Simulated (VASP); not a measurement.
A run of VASP 6.6.1 is set up as follows.

File POSCAR:

```
Nb
1.0
    2.6875991705      0.0000000000      0.0000000000
    0.0000000000      2.6875991705      0.0000000000
    0.0000000000      0.0000000000      2.6875991705
Nb
1
Direct
    0.0000000000      0.0000000000      0.0000000000
```

INCAR.step1

```
SYSTEM = Nb
  ALGO = Normal
  EDIFF = 1E-4
  ENCUT = 600
  GGA = PE
  ISMEAR = -1
  ISPIN = 2
  LASPH = .True.
  LCHARG = .False.
  LMAXMIX = 4
  LREAL = .False.
  LWAVE = .True.
  MAGMOM = 1
  NELM = 150
  PREC = Accurate
  SIGMA = 0.05
```

File INCAR.step2:

```
SYSTEM = Nb
  ALGO = Normal
  EDIFF = 1E-6
  EDIFFG = -0.01
  ENCUT = 600
  IBRION = 2
  ISIF = 3
  ISMEAR = -1
  ISPIN = 2
  ISTART = 1
  LASPH = .True.
  LCHARG = .False.
  LMAXMIX = 4
  LMIXTAU = .True.
  LORBIT = 11
  LREAL = .False.
  LWAVE = .False.
  MAGMOM = 1
  METAGGA = R2SCAN
  NELM = 150
  NSW = 80
  PREC = Accurate
  SIGMA = 0.05
```

KPOINTS

```
k-points
0
Gamma
  12 12 12
  0 0 0
```

Potentials or basis: VASP PAW PBE potentials, release 64 (Nb_sv).

Launch:

```sh
$ cat potpaw_PBE.64/Nb_sv/POTCAR > POTCAR
$ cp INCAR.step1 INCAR
$ mpirun -np 1 vasp_std > vasp.out
$ cp INCAR.step2 INCAR
$ mpirun -np 1 vasp_std > vasp.out
```

(1) Estimate the relaxed volume.

(2) Predict the relaxed cell.

(3) Estimate the net moment.

Results:

(1) 19.87 Å³/atom.

(2) a = 2.708 Å, b = 2.708 Å, c = 2.708 Å, α = 90.00°, β = 90.00°, γ = 90.00°.

(3) 0.00 μB per cell.

Caveat: the PAW data sets were made with another functional, which shifts forces and pressure a little.
